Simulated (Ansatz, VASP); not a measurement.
## Two plane-wave programs on SrO

File INCAR:

```
SYSTEM = SrO
PREC = Accurate
ENCUT = 600
EDIFF = 1E-6
ISMEAR = 0
SIGMA = 0.01
LREAL = .False.
LASPH = .True.
NELM = 120
ALGO = Normal
ISIF = 2
LWAVE = .False.
LCHARG = .False.
GGA = PE
NBANDS = 15
GGA_COMPAT = .False.
```

The input KPOINTS:

```
Automatic mesh
0
Gamma
  6 6 6
  0 0 0
```

POSCAR

```
SrO
1.0
    0.0000000000      2.5806600000      2.5806600000
    2.5806600000      0.0000000000      2.5806600000
    2.5806600000      2.5806600000      0.0000000000
Sr O
1 1
Direct
    0.0000000000      0.0000000000      0.0000000000
    0.5000000000      0.5000000000      0.5000000000
```

Input for Ansatz:

```yaml
crystal:
  lattice:
    - [0.0, 2.58066, 2.58066]
    - [2.58066, 0.0, 2.58066]
    - [2.58066, 2.58066, 0.0]
  atoms:
    - { symbol: Sr, position: [0.0, 0.0, 0.0] }
    - { symbol: O, position: [0.5, 0.5, 0.5] }
hamiltonian:
  xc: pbe
  pseudopotentials: { kind: paw }
basis:
  ecutwfc: 420
kpoints:
  mp_grid: { grid: [6, 6, 6] }
scf:
  occupations: { method: fixed }
  lower_state_search: "off"
  max_iter: 80
output:
  forces: true
  stress: true
```

Alike in both runs: task single point; functional PBE; k mesh 6 × 6 × 6; no spin polarisation.

```csv
,VASP,Ansatz
version,VASP 6.6.1,Ansatz 0.2.0
potentials or method,"VASP PAW PBE potentials, release 64 (Sr_sv, O), cutoff 600 eV","PAW, plane waves, scalar-relativistic"
occupations,"gaussian, width 0.01 eV",fixed
valence electrons in the cell,16,16
```

```tsv
	VASP	Ansatz	Ansatz less VASP
pressure (GPa)	2.2	1.7	-0.46
```
